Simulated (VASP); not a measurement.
# ZnC (Immm) in VASP: a series of runs, part 2 of 2

VASP 6.6.1. Earlier steps stand in the parts before.

## Step 3: Single point, PBE, collinear spin

This run uses another cell than the first one, of 10.58 Å³/atom.

Input file INCAR:

```
SYSTEM = ZnC
PREC = Accurate
ENCUT = 520
EDIFF = 1E-6
ISMEAR = 0
SIGMA = 0.1
LREAL = .False.
LASPH = .True.
NELM = 150
ALGO = Normal
ISIF = 2
LWAVE = .False.
LCHARG = .False.
ISPIN = 2
MAGMOM = 0 1
LORBIT = 11
GGA = PE
NBANDS = 19
```

Input file KPOINTS:

```
regular mesh
0
Gamma
  8 8 8
  0 0 0
```

Input file POSCAR:

```
ZnC
1.0
   -1.5206928389      1.5761790353      2.2078448093
    1.5206928389     -1.5761790353      2.2078448093
    1.5206928389      1.5761790353     -2.2078448093
Zn C
1 1
Direct
    0.5000000000      0.0000000000      0.5000000000
    0.0000000000      0.5000000000      0.5000000000
```

Potentials or basis: VASP PAW PBE potentials, release 64 (Zn, C).

Run with:

```
$ cat potpaw_PBE.64/Zn/POTCAR potpaw_PBE.64/C/POTCAR > POTCAR
$ mpirun -np 1 vasp_std > vasp.out
```

OUTCAR:

```text
SYSTEM = ZnC
   PREC = Accurate
   ENCUT = 520
   EDIFF = 1E-6
   ISMEAR = 0
   LREAL = .False.
   LASPH = .True.
   NELM = 150
   ISIF = 2
   ISPIN = 2
   LORBIT = 11
   GGA = PE

 ion  position               nearest neighbor table
   1  0.500  0.000  0.500-   2 2.19   2 2.19   2 2.19   2 2.19   2 2.21   2 2.21
   2  0.000  0.500  0.500-   1 2.19   1 2.19   1 2.19   1 2.19   1 2.21   1 2.21

  LATTYP: Found a body centered orthorhombic cell.
 ALAT       =     3.0413856778
 B/A-ratio  =     1.0364874451
 C/A-ratio  =     1.4518676966

  Lattice vectors:

 A1 = (  -1.5206928389,   1.5761790353,   2.2078448093)
 A2 = (   1.5206928389,  -1.5761790353,   2.2078448093)
 A3 = (   1.5206928389,   1.5761790353,  -2.2078448093)

Analysis of symmetry for initial positions (statically):
=====================================================================
 Subroutine PRICEL returns:
 Original cell was already a primitive cell.

 Routine SETGRP: Setting up the symmetry group for a
 body centered orthorhombic supercell.

 Subroutine GETGRP returns: Found  8 space group operations
 (whereof  8 operations were pure point group operations)
 out of a pool of  8 trial point group operations.

The static configuration has the point symmetry D_2h.

Analysis of symmetry for dynamics (positions and initial velocities):
=====================================================================
 Subroutine PRICEL returns:
 Original cell was already a primitive cell.

 Routine SETGRP: Setting up the symmetry group for a
 body centered orthorhombic supercell.

 Subroutine GETGRP returns: Found  8 space group operations
 (whereof  8 operations were pure point group operations)
 out of a pool of  8 trial point group operations.

The dynamic configuration has the point symmetry D_2h.

Analysis of structural, dynamic, and magnetic symmetry:
=====================================================================
 Subroutine PRICEL returns:
 Original cell was already a primitive cell.

 Routine SETGRP: Setting up the symmetry group for a
 body centered orthorhombic supercell.

[... 150 lines left out ...]
  free energy    TOTEN  =        -7.04916069 eV

  energy without entropy =       -7.04484887  energy(sigma->0) =       -7.04700478

 E-fermi :   3.7587     XC(G=0): -12.1378

 val. band max:        3.7300649651   @ k =  -0.2500   0.5000   0.2500
 cond. band min:       3.7836460979   @ k =  -0.2500   0.2500   0.0000
 fundamental gap:      0.0535811329
 Fermi energy:         3.7587428867

 spin component 1

 k-point     1 :       0.0000    0.0000    0.0000
  band No.  band energies     occupation
      1      -9.9073      1.00000
      2      -2.9505      1.00000
      3      -2.9483      1.00000
      4      -2.8971      1.00000
      5      -2.8302      1.00000
      6      -2.8288      1.00000
[... 517 lines left out ...]
     18      32.5955      0.00000
     19      33.5534      0.00000

 [... further k-points ...]

 spin component 2

 k-point     1 :       0.0000    0.0000    0.0000
  band No.  band energies     occupation
      1      -9.9073      1.00000
      2      -2.9505      1.00000
      3      -2.9482      1.00000
      4      -2.8970      1.00000
      5      -2.8302      1.00000
      6      -2.8287      1.00000
[... 517 lines left out ...]
     18      32.5956      0.00000
     19      33.5535      0.00000

 [... further k-points ...]

------------------------ aborting loop because EDIFF is reached ----------------------------------------

  FORCE on cell =-STRESS in cart. coord.  units (eV):
  Direction    XX          YY          ZZ          XY          YZ          ZX
  --------------------------------------------------------------------------------------
  -------------------------------------------------------------------------------------
  Total        0.1180448      0.1132066      0.0977024      0.0000000      0.0000000      0.0000000
  in kB        8.9347425      8.5685385      7.3950355      0.0000000      0.0000000      0.0000000
  external PRESSURE =       8.2994388 kB  Pullay stress =       0.0000000 kB

 VOLUME and BASIS-vectors are now :
 -----------------------------------------------------------------------------
  energy-cutoff  :      520.00
  volume of cell :       21.17
      direct lattice vectors                 reciprocal lattice vectors
    -1.520692839  1.576179035  2.207844809     0.000000000  0.317222846  0.226465193
     1.520692839 -1.576179035  2.207844809     0.328797498  0.000000000  0.226465193
     1.520692839  1.576179035 -2.207844809     0.328797498  0.317222846  0.000000000

 POSITION                                       TOTAL-FORCE (eV/Angst)
 -----------------------------------------------------------------------------------
      0.00000      1.57618      0.00000        -0.000000      0.000000     -0.000000
      1.52069      0.00000      0.00000         0.000000     -0.000000      0.000000
 -----------------------------------------------------------------------------------
    total drift:                               -0.000000     -0.000000      0.000000

  FREE ENERGIE OF THE ION-ELECTRON SYSTEM (eV)
  ---------------------------------------------------
  free  energy   TOTEN  =        -7.0491606868 eV

  energy  without entropy=       -7.0448488723  energy(sigma->0) =       -7.04700478

 total charge

# of ion       s       p       d       tot
------------------------------------------
    1        0.558   0.540   9.762  10.859
    2        0.943   1.274   0.000   2.217
--------------------------------------------------
tot          1.501   1.814   9.762  13.076

 magnetization (x)

# of ion       s       p       d       tot
------------------------------------------
    1       -0.000   0.000   0.000   0.000
    2       -0.000   0.000   0.000   0.000
--------------------------------------------------
tot         -0.000   0.000   0.000   0.000
```

OSZICAR:

```text
N       E                     dE             d eps       ncg     rms          rms(c)
DAV:   1     0.783346036307E+02    0.78335E+02   -0.69273E+03  7507   0.115E+03
DAV:   2    -0.276349413010E+01   -0.81098E+02   -0.71727E+02  7531   0.239E+02
DAV:   3    -0.771763618653E+01   -0.49541E+01   -0.48231E+01  8113   0.533E+01
DAV:   4    -0.775206152618E+01   -0.34425E-01   -0.34397E-01  8342   0.422E+00
DAV:   5    -0.775211214283E+01   -0.50617E-04   -0.50616E-04  7899   0.178E-01    0.764E+00
DAV:   6    -0.718866526423E+01    0.56345E+00   -0.31513E+00  9133   0.485E+01    0.691E+00
DAV:   7    -0.705064727292E+01    0.13802E+00   -0.47188E-01  9097   0.154E+01    0.302E+00
DAV:   8    -0.705017895864E+01    0.46831E-03   -0.33081E-02  8975   0.238E+00    0.845E-01
DAV:   9    -0.704847348308E+01    0.17055E-02   -0.53205E-03  9059   0.169E+00    0.335E-01
DAV:  10    -0.704915622899E+01   -0.68275E-03   -0.48066E-04  7868   0.160E-01    0.567E-02
DAV:  11    -0.704915551425E+01    0.71474E-06   -0.99027E-05 10612   0.205E-01    0.229E-02
DAV:  12    -0.704915921854E+01   -0.37043E-05   -0.14615E-05  8247   0.403E-02    0.132E-02
DAV:  13    -0.704916066298E+01   -0.14444E-05   -0.24048E-06  7671   0.177E-02    0.471E-03
DAV:  14    -0.704916068678E+01   -0.23798E-07   -0.20288E-07  3871   0.883E-03
   1 F= -.70491607E+01 E0= -.70470048E+01  d E =-.431181E-02  mag=     0.0001
```

Wall time 47 s (1 thread of Oxide Virtual Turin-like, shared host); peak memory 0.16 GiB.

Results:

| Quantity | Value |
| --- | --- |
| Free energy | -7.0492 eV |
| Pressure | 0.8 GPa |
| Band gap on the k mesh | zero (filled and empty bands overlap) |
| Net moment | 0.00 μB per cell |
| Valence electrons inside the program's atomic spheres | Zn 10.86; C 2.22 |

Stress tensor (GPa, compression positive):
```
0.89 0.00 0.00
0.00 0.86 0.00
0.00 0.00 0.74
```

Levels at points of the mesh, in eV from the Fermi level:
Spin up:
```tsv
k point	band 4	band 5	band 6	band 7	band 8	band 9	band 10	band 11	band 12	band 13
(0.00, 0.00, 0.00)	-6.66	-6.59	-6.59	1.00	1.24	1.41	6.76	14.63	15.09	15.60
(0.50, 0.00, 0.00)	-7.11	-6.36	-6.33	-4.93	2.01	2.14	7.33	10.29	10.74	11.82
(0.00, 0.50, 0.00)	-7.15	-6.34	-6.31	-4.75	1.95	1.95	6.94	9.95	10.11	11.87
(0.50, 0.50, 0.00)	-6.24	-6.23	-5.29	-4.54	-1.39	-1.29	3.34	8.88	13.88	16.19
(0.50, 0.50, 0.50)	-6.24	-6.24	-5.32	-4.60	-1.60	-0.97	3.39	9.03	13.86	16.27
```
Spin down:
| k point | band 6 | band 7 | band 8 | band 9 | band 10 | band 11 |
| --- | --- | --- | --- | --- | --- | --- |
| (0.00, 0.00, 0.00) | -6.59 | 1.00 | 1.24 | 1.41 | 6.76 | 14.63 |
| (0.50, 0.00, 0.00) | -6.33 | -4.93 | 2.01 | 2.14 | 7.33 | 10.29 |
| (0.00, 0.50, 0.00) | -6.31 | -4.75 | 1.95 | 1.95 | 6.94 | 9.95 |
| (0.50, 0.50, 0.00) | -5.29 | -4.54 | -1.39 | -1.29 | 3.34 | 8.88 |
| (0.50, 0.50, 0.50) | -5.32 | -4.60 | -1.60 | -0.97 | 3.39 | 9.03 |

## Step 4: Single point, PBE

This run uses another cell than the first one, of 10.58 Å³/atom.

Input file INCAR:

```
  PREC = Accurate
  ENCUT = 520
  EDIFF = 1E-6
  ISMEAR = 0
  SIGMA = 0.1
  LREAL = F
  LASPH = T
  NELM = 60
  ALGO = Fast
  ISIF = 2
  LWAVE = F
  LCHARG = F
  GGA = PE
  NBANDS = 15
```

Input file KPOINTS:

```
regular mesh
0
Gamma
  24 24 24
```

Input file POSCAR:

```
ZnC
1.0
   -1.5513385169      1.5527798872      2.1955386619
    1.5513385169     -1.5527798872      2.1955386619
    1.5513385169      1.5527798872     -2.1955386619
Zn C
1 1
Direct
    0.5000000000      0.0000000000      0.5000000000
    0.0000000000      0.5000000000      0.5000000000
```

Potentials or basis: VASP PAW PBE potentials, release 64 (Zn, C).

Run with:

```
$ cat potpaw_PBE.64/Zn/POTCAR potpaw_PBE.64/C/POTCAR > POTCAR
$ mpirun -np 1 vasp_std > vasp.out
```

OUTCAR:

```text
PREC = Accurate
   ENCUT = 520
   EDIFF = 1E-6
   ISMEAR = 0
   LREAL = F
   LASPH = T
   NELM = 60
   ISIF = 2
   GGA = PE

 ion  position               nearest neighbor table
   1  0.500  0.000  0.500-   2 2.19   2 2.19   2 2.19   2 2.19   2 2.20   2 2.20
   2  0.000  0.500  0.500-   1 2.19   1 2.19   1 2.19   1 2.19   1 2.20   1 2.20

  LATTYP: Found a body centered orthorhombic cell.
 ALAT       =     3.1026770338
 B/A-ratio  =     1.0009291140
[... 623 lines left out ...]

------------------------ aborting loop because EDIFF is reached ----------------------------------------

  FORCE on cell =-STRESS in cart. coord.  units (eV):
  Direction    XX          YY          ZZ          XY          YZ          ZX
  --------------------------------------------------------------------------------------
  -------------------------------------------------------------------------------------
  Total        0.1016195      0.0951721      0.0941042     -0.0000000      0.0000000      0.0000000
  in kB        7.6960868      7.2077955      7.1269262     -0.0000000      0.0000000      0.0000000
  external PRESSURE =       7.3436028 kB  Pullay stress =       0.0000000 kB

 VOLUME and BASIS-vectors are now :
 -----------------------------------------------------------------------------
  energy-cutoff  :      520.00
  volume of cell :       21.16
      direct lattice vectors                 reciprocal lattice vectors
    -1.551338517  1.552779887  2.195538662     0.000000000  0.322003140  0.227734546
     1.551338517 -1.552779887  2.195538662     0.322302318  0.000000000  0.227734546
     1.551338517  1.552779887 -2.195538662     0.322302318  0.322003140  0.000000000

 POSITION                                       TOTAL-FORCE (eV/Angst)
 -----------------------------------------------------------------------------------
      0.00000      1.55278      0.00000         0.000000      0.000000      0.000000
      1.55134      0.00000      0.00000        -0.000000     -0.000000     -0.000000
 -----------------------------------------------------------------------------------
    total drift:                               -0.000000     -0.000000      0.000000

  FREE ENERGIE OF THE ION-ELECTRON SYSTEM (eV)
  ---------------------------------------------------
  free  energy   TOTEN  =        -7.0326892520 eV

  energy  without entropy=       -7.0277809649  energy(sigma->0) =       -7.03023511
```

OSZICAR:

```text
N       E                     dE             d eps       ncg     rms          rms(c)
DAV:   1     0.626018883312E+02    0.62602E+02   -0.77866E+03 60522   0.153E+03
DAV:   2    -0.489365548374E+01   -0.67496E+02   -0.61632E+02 68250   0.252E+02
DAV:   3    -0.790525798158E+01   -0.30116E+01   -0.29722E+01 65533   0.502E+01
DAV:   4    -0.792045550177E+01   -0.15198E-01   -0.15191E-01 72484   0.361E+00
DAV:   5    -0.792049658223E+01   -0.41080E-04   -0.41080E-04 67892   0.194E-01    0.746E+00
RMM:   6    -0.722127081122E+01    0.69923E+00   -0.25030E+00 71263   0.178E+01    0.720E+00
RMM:   7    -0.703966689870E+01    0.18160E+00   -0.45080E-01 69234   0.861E+00    0.281E+00
RMM:   8    -0.703340029099E+01    0.62666E-02   -0.18324E-02 72524   0.159E+00    0.982E-01
RMM:   9    -0.703281632666E+01    0.58396E-03   -0.16485E-03 71167   0.395E-01    0.206E-01
RMM:  10    -0.703270114968E+01    0.11518E-03   -0.86846E-05 73504   0.106E-01    0.680E-02
RMM:  11    -0.703272372737E+01   -0.22578E-04   -0.12130E-04 70256   0.115E-01    0.311E-02
RMM:  12    -0.703268976228E+01    0.33965E-04   -0.30376E-05 73659   0.619E-02    0.608E-03
RMM:  13    -0.703268925200E+01    0.51028E-06   -0.13226E-06 57654   0.985E-03
   1 F= -.70326893E+01 E0= -.70302351E+01  d E =-.490829E-02
```

stdout:

```text
POSCAR found type information on POSCAR ZnC
 POSCAR found :  2 types and       2 ions
 scaLAPACK will be used
 LDA part: xc-table for (Slater+PW92), standard interpolation
 POSCAR, INCAR and KPOINTS ok, starting setup
 FFT: planning ... GRIDC
 FFT: planning ... GRID_SOFT
 FFT: planning ... GRID
 WAVECAR not read
 entering main loop
WARNING in EDDRMM: call to ZHEGV failed, returncode =   6  3     14
WARNING in EDDRMM: call to ZHEGV failed, returncode =   6  3     14
WARNING in EDDRMM: call to ZHEGV failed, returncode =   8  4     14
WARNING in EDDRMM: call to ZHEGV failed, returncode =   8  4     15
WARNING in EDDRMM: call to ZHEGV failed, returncode =   8  4     14
WARNING in EDDRMM: call to ZHEGV failed, returncode =   8  4     15
```

It took 5.1 min on 1 thread of Oxide Virtual Turin-like, shared host; peak memory 0.65 GiB.

Results:

```yaml
Free_energy: -7.0327 eV
Pressure: 0.7 GPa
Band_gap_on_the_k_mesh: zero (bands 8 and 9 overlap by 4.26 eV)
```

## Step 5: Summary

| task | spin | cell | k mesh | cutoff (eV) | gap on the mesh (eV) | pressure (GPa) |
| --- | --- | --- | --- | --- | --- | --- |
| relaxation of cell and atoms | off | relaxed from a = 3.135 Å, angles 122.8, 120.3, 87.4°, 2 atoms | 8 × 8 × 8 | 600 | none | 0.1 |
| single point | collinear | a = 3.110 Å, angles 121.5, 119.1, 89.5°, 2 atoms | 8 × 8 × 8 | 520 | none | 0.8 |
| single point | off | a = 3.105 Å, angles 120.0, 120.0, 90.0°, 2 atoms | 24 × 24 × 24 | 520 | none | 0.7 |

Alike in all rows: level PBE; potentials or basis VASP PAW PBE potentials, release 64 (Zn, C); smearing gaussian 0.1 eV.

Absolute energies hang on the potentials; compare differences alone.

The gap in the log of VASP goes by the Fermi energy; the results here count the filled bands.